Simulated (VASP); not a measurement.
Crystal: CoPd.

```
Co Pd
1.0
     1.38938    0.80216    4.43253
    -1.38938    0.80216    4.43253
     0.00000   -1.60432    4.43253
Co Pd
1 1
Direct
  0.00000 0.00000 0.00000
  0.50000 0.50000 0.50000
```

Base run:

| Quantity | Value |
| --- | --- |
| Program | VASP 6.6.1 |
| Functional | PBEsol |
| Potentials or basis | VASP PAW PBE potentials, release 64 (Co, Pd) |
| Cutoff | 600 eV |
| k mesh | 14 × 14 × 14 |
| Occupations | fermi-dirac, width 0.1 eV |
| Spin | collinear spin, ferromagnetic start |
| Starting moments | [2.0, 0.0] μB |

Its results: pressure -21.4 GPa.

**Question.** The run is repeated on the same cell with these changes: spin from collinear spin, ferromagnetic start to no spin polarisation; further incar settings from ALGO = Normal; EDIFF = 1e-06; NBANDS = 20 to ALGO = Normal; EDIFF = 1e-06; NBANDS = 16. What comes out?

**Answer.** Pressure -25.6 GPa.

Caveats: the cell stands under tension; the PAW data sets were made with another functional, which shifts forces and pressure a little.
